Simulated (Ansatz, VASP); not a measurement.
**MgS in VASP and in Ansatz**

File POSCAR:

```
MgS
1.0
    4.0842009432      0.0000000000      0.0000000000
   -2.0421004716      3.5370217710      0.0000000000
    0.0000000000      0.0000000000      5.4798003483
Mg S
2 2
Direct
    0.3333333333      0.6666666667      0.2500000000
    0.6666666667      0.3333333333      0.7500000000
    0.6666666667      0.3333333333      0.2500000000
    0.3333333333      0.6666666667      0.7500000000
```

Contents of INCAR.step1:

```
  PREC = Accurate
  ENCUT = 520
  EDIFF = 1E-5
  ISMEAR = 0
  SIGMA = 0.01
  LREAL = False
  LASPH = True
  NELM = 80
  ALGO = Normal
  ISIF = 2
  LWAVE = True
  LCHARG = False
  GGA = PE
  NBANDS = 16
```

File INCAR.step2:

```
  PREC = Accurate
  ENCUT = 520
  EDIFF = 1E-7
  ISMEAR = 0
  SIGMA = 0.01
  LREAL = False
  LASPH = True
  NELM = 80
  ALGO = Normal
  ISIF = 2
  LWAVE = False
  LCHARG = False
  GGA = PE
  LHFCALC = True
  HFSCREEN = 0.2079
  PRECFOCK = Normal
  ISTART = 1
  NBANDS = 16
```

Contents of KPOINTS:

```
Automatic mesh
0
Gamma
  6 6 4
```

Input for Ansatz:

```yaml
crystal:
  lattice:
    - [4.0842009432, 0.0, 0.0]
    - [-2.0421004716, 3.537021771, 0.0]
    - [0.0, 0.0, 5.4798003483]
  atoms:
    - { symbol: Mg, position: [0.3333333333, 0.6666666667, 0.25] }
    - { symbol: Mg, position: [0.6666666667, 0.3333333333, 0.75] }
    - { symbol: S, position: [0.6666666667, 0.3333333333, 0.25] }
    - { symbol: S, position: [0.3333333333, 0.6666666667, 0.75] }
kpoints:
  mp_grid: { grid: [6, 6, 4] }
  band_path:
    path:
      - [0.0, 0.0, 0.0]
      - [0.5, 0.0, 0.0]
      - [0.3333333333, 0.3333333333, 0.0]
      - [0.0, 0.0, 0.5]
      - [0.5, 0.0, 0.5]
      - [0.3333333333, 0.3333333333, 0.5]
    npoints: 1
hamiltonian:
  xc: hse06
scf:
  occupations: { method: fixed }
  n_extra_bands: 5
output:
  forces: true
  stress: true
  eigenvalues: true
  write_density: true
  write_potential: true
  elf: true
  volumetric_format: npy
```

Change from the starting cell: epitaxial_xy strain -4.9%.

Alike in both runs: task single point; functional HSE06; k mesh 6 × 6 × 4; no spin polarisation.

|  | VASP | Ansatz |
| --- | --- | --- |
| version | VASP 6.6.1 | Ansatz 0.2.0 |
| potentials or method | VASP PAW PBE potentials, release 64 (Mg, S) | plane waves, PAW |
| plane-wave cutoff (eV) | 520 | 420 |
| occupations | gaussian, width 0.01 eV | fixed |
| valence electrons in the cell | 16 | 32 |

```tsv
	VASP	Ansatz	Ansatz less VASP
gap on the k mesh at the Fermi level (eV)	4.13	4.15	+0.012
pressure (GPa)	5.8	6.0	+0.20
traceless stress, the component that is largest in VASP (GPa)	-5.91	-5.94	-0.029
```

VASP's potentials hold 16 valence electrons a cell and Ansatz's 32, so a difference there can come from the potentials and not from the codes. Ansatz's warnings: stress exchange threshold loose, stress scf threshold loose.
